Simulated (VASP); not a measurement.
# SiO2 in VASP: a series of runs

Runs on SiO2. Level: PBE. Tasks: single point.

All numbers are computed with VASP 6.6.1; they aren't measurements. Logs are shortened: lines on timing, memory, paths and dates and some standing lists are left out, and cuts for length are marked.

### 1 The cell of the first run

The cell holds an amorphous packing of atoms, 21 atoms: a = 6.651 Å, b = 7.206 Å, c = 6.939 Å, α = 92.65°, β = 91.55°, γ = 95.07°.

### 2 Single point, PBE

INCAR

```
SYSTEM = SiO2
ALGO = Normal
EDIFF = 1E-7
ENCUT = 520
GGA = PE
ISIF = 2
ISMEAR = -1
ISYM = 0
LASPH = .True.
LCHARG = .True.
LELF = .True.
LREAL = Auto
LVHAR = .True.
LWAVE = .False.
NBANDS = 72
NELM = 100
PREC = Accurate
SIGMA = 0.2482
```

KPOINTS

```
Automatic mesh
0
Gamma
  1 1 1
  0.25 0.25 0.25
```

POSCAR

```
SiO2
1.0
    6.6428910000     -0.3072380000     -0.0953950000
   -0.3072380000      7.1979710000     -0.1658230000
   -0.0953950000     -0.1658230000      6.9363230000
Si O
7 14
Direct
    0.6386704979      0.1705123163      0.3125492910
    0.3317699712      0.3642590482     -0.0145653937
    0.6990505338      0.5659463214      0.4238092492
    0.1124825046      1.0286731199      0.6872954058
    0.6838082511      0.8955888029      0.6662064483
    1.0622314788      1.1089035308      0.2360986191
    0.3489100651      0.8144711379     -0.0356512632
    0.2193749676      0.8061981112      0.7612170691
    0.2196139030      0.2302254816      0.7804623211
    0.6357938606      0.6757643829      0.2285111049
    0.3593430691      0.5744929265      0.9962344131
    0.2678492772      0.9785864322      0.1368584796
    0.5718560677      0.0405441181      0.4625382003
    0.8977612871      0.9556906787      0.7562123957
    0.1446710347      1.0805934064      0.4609105046
    0.5122845706      0.2546814537      0.1393861603
    0.1070305371      0.3152356933      0.1235264717
    0.7232534622      0.6742200995      0.6394033213
    0.8246555255      0.0733282021      0.2121343709
    0.5351347513      0.8923661499     -0.1476698805
    0.7762873540      0.3726515756      0.4276382652
```

Potentials or basis: VASP PAW PBE potentials, release 64 (Si, O).

Run with:

```sh
> cat potpaw_PBE.64/Si/POTCAR potpaw_PBE.64/O/POTCAR > POTCAR
> mpirun -np 1 vasp_std > vasp.out
```

OUTCAR:

```text
SYSTEM = SiO2
   EDIFF = 1E-7
   ENCUT = 520
   GGA = PE
   ISIF = 2
   ISMEAR = -1
   ISYM = 0
   LASPH = .True.
   LREAL = Auto
   NELM = 100
   PREC = Accurate

 ion  position               nearest neighbor table
   1  0.639  0.171  0.313-  13 1.48  16 1.62  19 1.63  21 1.79   3 2.91   6 2.95
   2  0.332  0.364  0.985-  11 1.51   9 1.79  17 1.81  16 1.84   6 3.08
   3  0.699  0.566  0.424-  21 1.53  18 1.65  10 1.66   5 2.86   1 2.91
   4  0.112  0.029  0.687-  14 1.57  15 1.65   9 1.66   8 1.90   5 2.92   7 3.02
   5  0.684  0.896  0.666-  14 1.56  18 1.64  20 1.65  13 1.96   3 2.86   4 2.92   7 3.12
   6  0.062  0.109  0.236-  19 1.58  15 1.67  17 1.72  12 1.86   1 2.95   2 3.08
   7  0.349  0.814  0.964-  20 1.56   8 1.63  11 1.76  12 1.77   4 3.02   5 3.12
   8  0.219  0.806  0.761-   7 1.63   4 1.90
   9  0.220  0.230  0.780-   4 1.66   2 1.79
  10  0.636  0.676  0.229-   3 1.66
  11  0.359  0.574  0.996-   2 1.51   7 1.76
  12  0.268  0.979  0.137-   7 1.77   6 1.86
  13  0.572  0.041  0.463-   1 1.48   5 1.96
  14  0.898  0.956  0.756-   5 1.56   4 1.57
  15  0.145  0.081  0.461-   4 1.65   6 1.67
  16  0.512  0.255  0.139-   1 1.62   2 1.84
  17  0.107  0.315  0.124-   6 1.72   2 1.81
  18  0.723  0.674  0.639-   5 1.64   3 1.65
  19  0.825  0.073  0.212-   6 1.58   1 1.63
  20  0.535  0.892  0.852-   7 1.56   5 1.65
  21  0.776  0.373  0.428-   3 1.53   1 1.79

IMPORTANT INFORMATION: All symmetrisations will be switched off!
NOSYMM: (Re-)initialisation of all symmetry stuff for point group C_1.

----------------------------------------------------------------------------------------

                                     Primitive cell

  volume of cell :     330.7500

  direct lattice vectors                    reciprocal lattice vectors
     6.642891000 -0.307238000 -0.095395000     0.150869108  0.006491068  0.002230076
    -0.307238000  7.197971000 -0.165823000     0.006491068  0.139283871  0.003419057
    -0.095395000 -0.165823000  6.936323000     0.002230076  0.003419057  0.144281011

  length of vectors
     6.650676374  7.206433166  6.938960602     0.151025147  0.139476953  0.144338745

  position of ions in fractional coordinates (direct lattice)
     0.638670498  0.170512316  0.312549291
     0.331769971  0.364259048  0.985434606
     0.699050534  0.565946321  0.423809249
     0.112482505  0.028673120  0.687295406
     0.683808251  0.895588803  0.666206448
     0.062231479  0.108903531  0.236098619
[... 13 lines left out ...]
     0.535134751  0.892366150  0.852330120
     0.776287354  0.372651576  0.427638265

  ion indices of the primitive-cell ions
   primitive index   ion index
                 1           1
                 2           2
                 3           3
                 4           4
                 5           5
                 6           6
[... 13 lines left out ...]
                20          20
                21          21

----------------------------------------------------------------------------------------

 KPOINTS: Automatic mesh

Automatic generation of k-mesh.
 Grid dimensions read from file:
 generate k-points for:    1    1    1

 Generating k-lattice:

  Cartesian coordinates                     Fractional coordinates (reciprocal lattice)
     0.150869108  0.006491068  0.002230076     1.000000000  0.000000000  0.000000000
     0.006491068  0.139283871  0.003419057     0.000000000  1.000000000  0.000000000
     0.002230076  0.003419057  0.144281011     0.000000000 -0.000000000  1.000000000

  Length of vectors
     0.151025147  0.139476953  0.144338745

  Shift w.r.t. Gamma in fractional coordinates (k-lattice)
     0.250000000  0.250000000  0.250000000

 Subroutine IBZKPT returns following result:
 ===========================================

 Found      1 irreducible k-points:

 Following reciprocal coordinates:
            Coordinates               Weight
  0.250000  0.250000  0.250000      2.000000
   k-points           NKPTS =      1   k-points in BZ     NKDIM =      1   number of bands    NBANDS=     72
   number of dos      NEDOS =    301   number of ions     NIONS =     21
   total plane-waves  NPLWV = 145800
   dimension x,y,z NGX =    50 NGY =   54 NGZ =   54
   dimension x,y,z NGXF=   100 NGYF=  108 NGZF=  108
   ions per type =               7  14
   NGX,Y,Z   is equivalent  to a cutoff of  12.50, 12.46, 12.94 a.u.
   NGXF,Y,Z  is equivalent  to a cutoff of  25.00, 24.91, 25.88 a.u.
 SYSTEM =  SiO2
   PREC   = accura    normal or accurate (medium, high low for compatibility)
   ISTART =      0    job   : 0-new  1-cont  2-samecut
   ICHARG =      2    charge: 1-file 2-atom 10-const
   ISPIN  =      1    spin polarized calculation?
   LNONCOLLINEAR =      F non collinear calculations
   LSORBIT =      F    spin-orbit coupling
   LASPH  =      T    aspherical Exc in radial PAW
   ENCUT  =  520.0 eV  38.22 Ry    6.18 a.u.  12.37 13.40 12.90*2*pi/ulx,y,z
   NELM   =    100;   NELMIN=  2; NELMDL= -5     # of ELM steps
   EDIFF  = 0.1E-06   stopping-criterion for ELM
   LREAL  =      T    real-space projection
   EDIFFG = 0.1E-05   stopping-criterion for IOM
   NSW    =      0    number of steps for IOM
   IBRION =     -1    ionic relax: 0-MD 1-quasi-New 2-CG
   NFREE  =      0    steps in history (QN), initial steepest desc. (CG)
   ISIF   =      2    stress and relaxation
   ISYM   =      0    0-nonsym 1-usesym 2-fastsym
   POTIM  = 0.5000    time-step for ionic-motion
   TEBEG  =    0.0;   TEEND  =   0.0 temperature during run
   PSTRESS=    0.0 pullay stress
   NELECT =     112.0000    total number of electrons
   NUPDOWN=      -1.0000    fix difference up-down
   EMIN   =  10.00;   EMAX   =-10.00  energy-range for DOS
   EFERMI =   0.00;   METHOD = LEGACY
   ISMEAR =    -1;   SIGMA  =   0.25  broadening in eV -4-tet -1-fermi 0-gaus
   EFERMI_NEDOS =   21; number of points for ismear=-14 and -15
   IALGO  =     38    algorithm
   IMIX   =      4    mixing-type and parameters
     AMIX     =   0.40;   BMIX     =  1.00
     AMIX_MAG =   1.60;   BMIX_MAG =  1.00
  volume/ion in A,a.u.               =      15.75       106.29
  Fermi-wavevector in a.u.,A,eV,Ry     =   1.141075  2.156319 17.715498  1.302052
  Thomas-Fermi vector in A             =   2.277776
   LORBIT       =      0    0 simple, 1 ext, 2 COOP (PROOUT), +10 PAW based schemes
   GGA     = PE    functional components
   LHFCALC =     F    Hartree Fock is set to
   AEXX    =    0.0000 exact exchange contribution
   IVDW    =     0    specifies the selected vdW correction
   LEPSILON=     F    determine dielectric tensor
   LRPA    =     F    only Hartree local field effects (RPA)
 non-spin polarized calculation
  energy-cutoff  :      520.00
  volume of cell :      330.75
 maximum number of plane-waves:      8893
 NGX is ok and might be reduce to    50
   NGX = 25   NGY = 27   NGZ = 25

 number of electron     112.0000005 magnetization

 Free energy of the ion-electron system (eV)
  ---------------------------------------------------
  ext. energy  EPLUGINS =         0.00000000
  ---------------------------------------------------
  free energy    TOTEN  =      -152.67788730 eV

  energy without entropy =     -152.65841356  energy(sigma->0) =     -152.66815043

 E-fermi :   2.3052     XC(G=0):  -8.0738

 val. band max:        0.6590547788   @ k =   0.2500   0.2500   0.2500
 cond. band min:       3.7954088747   @ k =   0.2500   0.2500   0.2500
 fundamental gap:      3.1363540959
 Fermi energy:         2.3052395916

 k-point     1 :       0.2500    0.2500    0.2500
  band No.  band energies     occupation
      1     -20.2292      2.00000
      2     -19.4768      2.00000
      3     -19.1405      2.00000
      4     -18.9516      2.00000
      5     -18.6150      2.00000
      6     -18.4737      2.00000
[... 60 lines left out ...]
     67       8.1073      0.00000
     68       8.4254      0.00000
 [bands above 68 left out]

------------------------ aborting loop because EDIFF is reached ----------------------------------------

  FORCE on cell =-STRESS in cart. coord.  units (eV):
  Direction    XX          YY          ZZ          XY          YZ          ZX
  --------------------------------------------------------------------------------------
  -------------------------------------------------------------------------------------
  Total        9.5034987    -10.5695300    -19.2248452     15.6830695      9.0651962     -7.2738596
  in kB       46.0356495    -51.1995837    -93.1265697     75.9699468     43.9124797    -35.2351129
  external PRESSURE =     -32.7635013 kB  Pullay stress =       0.0000000 kB

 VOLUME and BASIS-vectors are now :
 -----------------------------------------------------------------------------
  energy-cutoff  :      520.00
  volume of cell :      330.75
      direct lattice vectors                 reciprocal lattice vectors
     6.642891000 -0.307238000 -0.095395000     0.150869108  0.006491068  0.002230076
    -0.307238000  7.197971000 -0.165823000     0.006491068  0.139283871  0.003419057
    -0.095395000 -0.165823000  6.936323000     0.002230076  0.003419057  0.144281011

 POSITION                                       TOTAL-FORCE (eV/Angst)
 -----------------------------------------------------------------------------------
      4.16041      0.97929      2.07874         3.073197      4.502540     -4.693631
      1.99799      2.35659      6.74324        -3.537124     -6.814940      3.198468
      4.42941      3.78861      2.77915        -1.549623      5.251752     -3.661422
      0.67284      0.05786      4.75182         4.518646     -1.065904      0.007249
      4.20375      6.12586      4.40728        -4.278486      0.518699      0.142567
      0.35741      0.72561      1.61366         3.968850      0.772234     -1.485126
[... 13 lines left out ...]
      3.19937      6.11748      5.71301         4.962193      2.032378     -0.947592
      5.00151      2.37292      2.83039        -0.296255     -3.946448      0.078702
 -----------------------------------------------------------------------------------
    total drift:                                0.000229     -0.004319     -0.001804

  FREE ENERGIE OF THE ION-ELECTRON SYSTEM (eV)
  ---------------------------------------------------
  free  energy   TOTEN  =      -152.6778872993 eV

  energy  without entropy=     -152.6584135584  energy(sigma->0) =     -152.66815043
```

Wall time 49 s (1 thread of Intel Xeon Platinum 8559C (Emerald Rapids), shared host); peak memory 0.34 GiB.

Results:

```yaml
Free_energy: -152.6779 eV
Pressure: -3.3 GPa
Largest_force: 9.571 eV/Å
Band_gap_on_the_k_mesh: 3.14 eV
```

Forces on the atoms (eV/Å):
```
Si   3.073  4.503 -4.694
Si  -3.537 -6.815  3.198
Si  -1.550  5.252 -3.661
Si   4.519 -1.066  0.007
Si  -4.278  0.519  0.143
Si   3.969  0.772 -1.485
Si  -2.763 -0.647  1.385
O   -3.766  2.695 -1.766
O    1.956  0.936  1.926
O    1.347 -1.760  4.138
O    0.058  4.944 -1.075
O   -1.448 -2.500 -1.479
O   -0.870 -5.564  7.739
O    0.161  2.651  0.407
O   -1.362 -0.414 -0.071
O   -1.335  1.914 -1.666
O    2.022 -1.522  0.634
O   -0.974 -1.038 -2.223
O    0.113 -0.944 -0.588
O    4.962  2.032 -0.948
O   -0.296 -3.946  0.079
```

Caveat: the k points lie up to 0.95 Å⁻¹ apart.

[end of part 1 of 2]
